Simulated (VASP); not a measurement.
# As (Pm-3m) in VASP: notebook, part 2 of 2

VASP 6.6.1. Earlier steps stand in the parts before.

## (4) Single point, LDA (volume scaled by 0.96)

INCAR

```
PREC = Accurate ; ENCUT = 520
EDIFF = 1E-6 ; ISMEAR = -1
SIGMA = 0.1 ; LREAL = F
LASPH = T ; NELM = 80
ALGO = Normal ; ISIF = 2
LWAVE = F ; LCHARG = T
LELF = T ; LVHAR = T
NBANDS = 8
```

KPOINTS

```
Automatic mesh
0
Gamma
  13 13 13
```

POSCAR

```
As
1.0
    2.6389295419      0.0000000000      0.0000000000
    0.0000000000      2.6389295419      0.0000000000
    0.0000000000      0.0000000000      2.6389295419
As
1
Direct
    0.0000000000      0.0000000000      0.0000000000
```

Potentials or basis: VASP PAW LDA potentials, release 64 (As).

Started as:

```sh
$ cat potpaw_LDA.64/As/POTCAR > POTCAR
$ mpirun -np 1 vasp_std > vasp.out
```

OUTCAR:

```text
PREC = Accurate
   ENCUT = 520
   EDIFF = 1E-6
   ISMEAR = -1
   LREAL = F
   LASPH = T
   NELM = 80
   ISIF = 2

 ion  position               nearest neighbor table
   1  0.000  0.000  0.000-

  LATTYP: Found a simple cubic cell.
 ALAT       =     2.6389295419

  Lattice vectors:

 A1 = (   2.6389295419,   0.0000000000,   0.0000000000)
 A2 = (   0.0000000000,   2.6389295419,   0.0000000000)
 A3 = (   0.0000000000,   0.0000000000,   2.6389295419)

Analysis of symmetry for initial positions (statically):
=====================================================================
 Subroutine PRICEL returns:
 Original cell was already a primitive cell.

 Routine SETGRP: Setting up the symmetry group for a
 simple cubic supercell.

 Subroutine GETGRP returns: Found 48 space group operations
 (whereof 48 operations were pure point group operations)
 out of a pool of 48 trial point group operations.

The static configuration has the point symmetry O_h .

Analysis of symmetry for dynamics (positions and initial velocities):
=====================================================================
 Subroutine PRICEL returns:
 Original cell was already a primitive cell.

 Routine SETGRP: Setting up the symmetry group for a
 simple cubic supercell.

 Subroutine GETGRP returns: Found 48 space group operations
 (whereof 48 operations were pure point group operations)
 out of a pool of 48 trial point group operations.

The dynamic configuration has the point symmetry O_h .

 Subroutine INISYM returns: Found 48 space group operations
 (whereof 48 operations are pure point group operations),
 and found     1 'primitive' translations

----------------------------------------------------------------------------------------

                                     Primitive cell

  volume of cell :      18.3774

  direct lattice vectors                    reciprocal lattice vectors
     2.638929542  0.000000000  0.000000000     0.378941531  0.000000000  0.000000000
     0.000000000  2.638929542  0.000000000     0.000000000  0.378941531  0.000000000
     0.000000000  0.000000000  2.638929542     0.000000000  0.000000000  0.378941531

  length of vectors
     2.638929542  2.638929542  2.638929542     0.378941531  0.378941531  0.378941531

  position of ions in fractional coordinates (direct lattice)
     0.000000000  0.000000000  0.000000000

  ion indices of the primitive-cell ions
   primitive index   ion index
                 1           1

----------------------------------------------------------------------------------------

 KPOINTS: Automatic mesh

Automatic generation of k-mesh.
 Grid dimensions read from file:
 generate k-points for:   13   13   13

 Generating k-lattice:

  Cartesian coordinates                     Fractional coordinates (reciprocal lattice)
     0.029149349  0.000000000  0.000000000     0.076923077  0.000000000  0.000000000
     0.000000000  0.029149349  0.000000000     0.000000000  0.076923077  0.000000000
     0.000000000  0.000000000  0.029149349     0.000000000  0.000000000  0.076923077

  Length of vectors
     0.029149349  0.029149349  0.029149349

  Shift w.r.t. Gamma in fractional coordinates (k-lattice)
     0.000000000  0.000000000  0.000000000

 Subroutine IBZKPT returns following result:
 ===========================================

 Found     84 irreducible k-points:

 Following reciprocal coordinates:
            Coordinates               Weight
  0.000000  0.000000  0.000000      1.000000
  0.076923  0.000000  0.000000      6.000000
  0.153846  0.000000  0.000000      6.000000
  0.230769  0.000000  0.000000      6.000000
  0.307692  0.000000  0.000000      6.000000
  0.384615  0.000000  0.000000      6.000000
[... 16 lines left out ...]
  0.307692  0.307692  0.000000     12.000000
  0.384615  0.307692  0.000000     24.000000
 [... further k-points ...]
   k-points           NKPTS =     84   k-points in BZ     NKDIM =     84   number of bands    NBANDS=      8
   number of dos      NEDOS =    301   number of ions     NIONS =      1
   total plane-waves  NPLWV =   8000
   dimension x,y,z NGX =    20 NGY =   20 NGZ =   20
   dimension x,y,z NGXF=    40 NGYF=   40 NGZF=   40
   ions per type =               1
   NGX,Y,Z   is equivalent  to a cutoff of  12.60, 12.60, 12.60 a.u.
   NGXF,Y,Z  is equivalent  to a cutoff of  25.20, 25.20, 25.20 a.u.
 SYSTEM =  unknown system
   PREC   = accura    normal or accurate (medium, high low for compatibility)
   ISTART =      0    job   : 0-new  1-cont  2-samecut
   ICHARG =      2    charge: 1-file 2-atom 10-const
   ISPIN  =      1    spin polarized calculation?
   LNONCOLLINEAR =      F non collinear calculations
   LSORBIT =      F    spin-orbit coupling
   LASPH  =      T    aspherical Exc in radial PAW
   ENCUT  =  520.0 eV  38.22 Ry    6.18 a.u.   4.91  4.91  4.91*2*pi/ulx,y,z
   NELM   =     80;   NELMIN=  2; NELMDL= -5     # of ELM steps
   EDIFF  = 0.1E-05   stopping-criterion for ELM
   LREAL  =      F    real-space projection
   EDIFFG = 0.1E-04   stopping-criterion for IOM
   NSW    =      0    number of steps for IOM
   IBRION =     -1    ionic relax: 0-MD 1-quasi-New 2-CG
   NFREE  =      0    steps in history (QN), initial steepest desc. (CG)
   ISIF   =      2    stress and relaxation
   ISYM   =      2    0-nonsym 1-usesym 2-fastsym
   POTIM  = 0.5000    time-step for ionic-motion
   TEBEG  =    0.0;   TEEND  =   0.0 temperature during run
   PSTRESS=    0.0 pullay stress
   NELECT =       5.0000    total number of electrons
   NUPDOWN=      -1.0000    fix difference up-down
   EMIN   =  10.00;   EMAX   =-10.00  energy-range for DOS
   EFERMI =   0.00;   METHOD = LEGACY
   ISMEAR =    -1;   SIGMA  =   0.10  broadening in eV -4-tet -1-fermi 0-gaus
   EFERMI_NEDOS =   21; number of points for ismear=-14 and -15
   IALGO  =     38    algorithm
   IMIX   =      4    mixing-type and parameters
     AMIX     =   0.40;   BMIX     =  1.00
     AMIX_MAG =   1.60;   BMIX_MAG =  1.00
  volume/ion in A,a.u.               =      18.38       124.02
  Fermi-wavevector in a.u.,A,eV,Ry     =   1.060809  2.004638 15.310839  1.125315
  Thomas-Fermi vector in A             =   2.196203
   LORBIT       =      0    0 simple, 1 ext, 2 COOP (PROOUT), +10 PAW based schemes
   GGA     = CA    functional components
   LHFCALC =     F    Hartree Fock is set to
   AEXX    =    0.0000 exact exchange contribution
   IVDW    =     0    specifies the selected vdW correction
   LEPSILON=     F    determine dielectric tensor
   LRPA    =     F    only Hartree local field effects (RPA)
 non-spin polarized calculation
  energy-cutoff  :      520.00
  volume of cell :       18.38
 maximum number of plane-waves:       509
 NGX is ok and might be reduce to    20
   NGX =  9   NGY =  9   NGZ =  9

 number of electron       4.9999999 magnetization

 Free energy of the ion-electron system (eV)
  ---------------------------------------------------
  ext. energy  EPLUGINS =         0.00000000
  ---------------------------------------------------
  free energy    TOTEN  =        -5.32890411 eV

  energy without entropy =       -5.32060223  energy(sigma->0) =       -5.32475317

 E-fermi :   6.9125     XC(G=0): -10.9008

 val. band max:        6.8593599029   @ k =   0.3077   0.2308   0.1538
 cond. band min:       6.9317605830   @ k =   0.3077   0.2308   0.2308
 fundamental gap:      0.0724006801
 Fermi energy:         6.9125368932

 k-point     1 :       0.0000    0.0000    0.0000
  band No.  band energies     occupation
      1      -8.8456      2.00000
      2      11.2086      0.00000
      3      11.2086      0.00000
      4      11.2086      0.00000
      5      15.4778      0.00000
      6      15.4778      0.00000
      7      17.8947      0.00000
      8      32.6738      0.00000

 k-point     2 :       0.0769    0.0000    0.0000
  band No.  band energies     occupation
      1      -8.7289      2.00000
      2       9.7198      0.00000
      3      11.3133      0.00000
      4      11.3133      0.00000
      5      15.5806      0.00000
      6      16.5347      0.00000
      7      18.6226      0.00000
      8      30.9574      0.00000
[... 221 lines left out ...]
 k-point    23 :       0.3077    0.3077    0.0000
  band No.  band energies     occupation
      1      -5.2667      2.00000
      2       3.8496      2.00000
      3       4.5632      2.00000
      4      14.1576      0.00000
      5      14.5546      0.00000
      6      19.9749      0.00000
      7      25.6186      0.00000
      8      26.2066      0.00000

 k-point    24 :       0.3846    0.3077    0.0000
  band No.  band energies     occupation
      1      -4.3973      2.00000
      2       2.3014      2.00000
      3       4.9756      2.00000
      4      12.9154      0.00000
      5      14.7393      0.00000
      6      20.8813      0.00000
      7      24.4256      0.00000
      8      25.7703      0.00000

 [... further k-points ...]
[... 5 lines left out ...]
  --------------------------------------------------------------------------------------
  -------------------------------------------------------------------------------------
  Total        0.5412671      0.5412671      0.5412671      0.0000000      0.0000000      0.0000000
  in kB       47.1887892     47.1887892     47.1887892      0.0000000      0.0000000      0.0000000
  external PRESSURE =      47.1887892 kB  Pullay stress =       0.0000000 kB

 VOLUME and BASIS-vectors are now :
 -----------------------------------------------------------------------------
  energy-cutoff  :      520.00
  volume of cell :       18.38
      direct lattice vectors                 reciprocal lattice vectors
     2.638929542  0.000000000  0.000000000     0.378941531  0.000000000  0.000000000
     0.000000000  2.638929542  0.000000000     0.000000000  0.378941531  0.000000000
     0.000000000  0.000000000  2.638929542     0.000000000  0.000000000  0.378941531

 POSITION                                       TOTAL-FORCE (eV/Angst)
 -----------------------------------------------------------------------------------
      0.00000      0.00000      0.00000         0.000000      0.000000      0.000000
 -----------------------------------------------------------------------------------
    total drift:                               -0.000000     -0.000000     -0.000000

  FREE ENERGIE OF THE ION-ELECTRON SYSTEM (eV)
  ---------------------------------------------------
  free  energy   TOTEN  =        -5.3289041113 eV

  energy  without entropy=       -5.3206022276  energy(sigma->0) =       -5.32475317
```

OSZICAR:

```text
N       E                     dE             d eps       ncg     rms          rms(c)
DAV:   1     0.137774195032E+01    0.13777E+01   -0.21411E+03  1376   0.472E+02
DAV:   2    -0.528259433451E+01   -0.66603E+01   -0.63169E+01  1808   0.516E+01
DAV:   3    -0.533973585827E+01   -0.57142E-01   -0.57131E-01  1584   0.525E+00
DAV:   4    -0.533978733130E+01   -0.51473E-04   -0.51473E-04  2144   0.170E-01
DAV:   5    -0.533978734680E+01   -0.15502E-07   -0.15869E-07  1568   0.179E-03    0.264E+00
DAV:   6    -0.533286718213E+01    0.69202E-02   -0.85266E-04  1608   0.195E-01    0.157E+00
DAV:   7    -0.532889650836E+01    0.39707E-02   -0.18573E-03  1464   0.292E-01    0.603E-02
DAV:   8    -0.532890357811E+01   -0.70698E-05   -0.15839E-05  1744   0.289E-02    0.100E-02
DAV:   9    -0.532890411129E+01   -0.53319E-06   -0.34864E-07  1784   0.425E-03
   1 F= -.53289041E+01 E0= -.53247532E+01  d E =-.830188E-02
```

stdout:

```text
POSCAR found type information on POSCAR As
 POSCAR found :  1 types and       1 ions
 scaLAPACK will be used
 LDA part: xc-table for (Slater(with rela. corr.)+CA(PZ))
 , standard interpolation
 POSCAR, INCAR and KPOINTS ok, starting setup
 FFT: planning ... GRIDC
 FFT: planning ... GRID_SOFT
 FFT: planning ... GRID
 WAVECAR not read
 entering main loop
```

Run time: 15 s. Hardware: 1 thread of AMD EPYC 7R13, shared host; peak memory 0.09 GiB.

Results:

| Item | Value |
| --- | --- |
| Free energy | -5.3289 eV |
| Pressure | 4.7 GPa |

Levels at points of the mesh, in eV from the Fermi level:
```tsv
k point	band 1	band 2	band 3	band 4	band 5	band 6	band 7
(0.00, 0.00, 0.00)	-15.76	4.30	4.30	4.30	8.57	8.57	10.98
```

Caveat: the cell differs from its parent crystal (volume scaled by 0.96).

## (5) Single point, LDA

This run uses another cell than the first one, of 19.14 Å³/atom, 1.136 times its volume.

INCAR

```
  ALGO = Normal
  EDIFF = 1E-6
  ENCUT = 520
  GGA = CA
  ISIF = 2
  ISMEAR = -1
  LASPH = T
  LCHARG = F
  LREAL = F
  LWAVE = F
  NBANDS = 8
  NELM = 80
  PREC = Accurate
  SIGMA = 0.1
```

KPOINTS

```
k-points
0
Gamma
  13 13 13
```

POSCAR

```
As
1.0
    2.6750837543      0.0000000000      0.0000000000
    0.0000000000      2.6750837543      0.0000000000
    0.0000000000      0.0000000000      2.6750837543
As
1
Direct
    0.0000000000      0.0000000000      0.0000000000
```

Started as:

```sh
$ cat potpaw_LDA.64/As/POTCAR > POTCAR
$ mpirun -np 1 vasp_std > vasp.out
```

It took 14 s on 1 thread of AMD EPYC 7R13, shared host; peak memory 0.09 GiB.

It converged, with:

| Property | Result |
| --- | --- |
| Free energy | -5.3406 eV |
| Pressure | 0.3 GPa |

Levels at points of the mesh, in eV from the Fermi level:
| k point | band 1 | band 2 | band 3 | band 4 | band 5 | band 6 | band 7 |
| --- | --- | --- | --- | --- | --- | --- | --- |
| (0.00, 0.00, 0.00) | -15.36 | 4.14 | 4.14 | 4.14 | 8.53 | 8.53 | 10.62 |

## (6) Overview

| cell | gap on the mesh (eV) | pressure (GPa) |
| --- | --- | --- |
| a = 2.563 Å, 1 atom | none | 16.7 |
| a = 2.602 Å, 1 atom | none | 10.1 |
| a = 2.639 Å, 1 atom | none | 4.7 |
| a = 2.675 Å, 1 atom | none | 0.3 |

Alike in all rows: task single point; level LDA; potentials or basis VASP PAW LDA potentials, release 64 (As); no spin polarisation; k mesh 13 × 13 × 13; cutoff (eV) 520; smearing fermi-dirac 0.1 eV.

Total energies depend on the potentials used, so only differences within one code and one set of settings carry meaning.
